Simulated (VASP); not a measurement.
NaFe:

```
CELL_PARAMETERS angstrom
3.18954 0.00000 0.00000
0.00000 3.18954 0.00000
0.00000 0.00000 3.18954
ATOMIC_POSITIONS crystal
Na 0.00000 0.00000 0.00000
Fe 0.50000 0.50000 0.50000
```

- Program: VASP 6.6.1
- Task: relaxation of cell and atoms
- Functional: PBE
- Potentials or basis: VASP PAW PBE potentials, release 64 (Na_pv, Fe)
- Cutoff: 600 eV
- k mesh: 6 × 6 × 6
- Occupations: gaussian, width 0.1 eV
- Spin: collinear spin, ferromagnetic start
- Starting moments: [0.0, 3.32] μB

At the start: pressure 9.4 GPa; volume 16.22 Å³/atom.

Task: How do energy, volume and symmetry change on relaxing?

Result: Over 4 steps the energy falls by 89.2 meV/atom and the volume is 19.92 Å³/atom (+22.8 %); space group Pm-3m (No. 221, to 0.1 Å) before and after; moment 3.00 μB per cell.

Step by step:
| step | energy change (eV) | largest force (eV/Å) | pressure (GPa) | volume (Å³) |
| --- | --- | --- | --- | --- |
| 1 | 0.0000 | 0.0000 | 9.35 | 32.45 |
| 2 | -0.1611 | 0.0000 | 2.45 | 37.10 |
| 3 | -0.1737 | 0.0000 | -0.95 | 41.07 |
| 4 | -0.1783 | 0.0000 | -0.22 | 39.85 |

Final structure:
```yaml
crystal:
  lattice:
    - [3.41563, 0.00000, 0.00000]
    - [0.00000, 3.41563, 0.00000]
    - [0.00000, 0.00000, 3.41563]
  atoms:
    - { symbol: Na, position: [0.00000, 0.00000, 0.00000] }
    - { symbol: Fe, position: [0.50000, 0.50000, 0.50000] }
```

Caveat: the volume moved by over 15 % at a fixed basis, so the end points are rough.
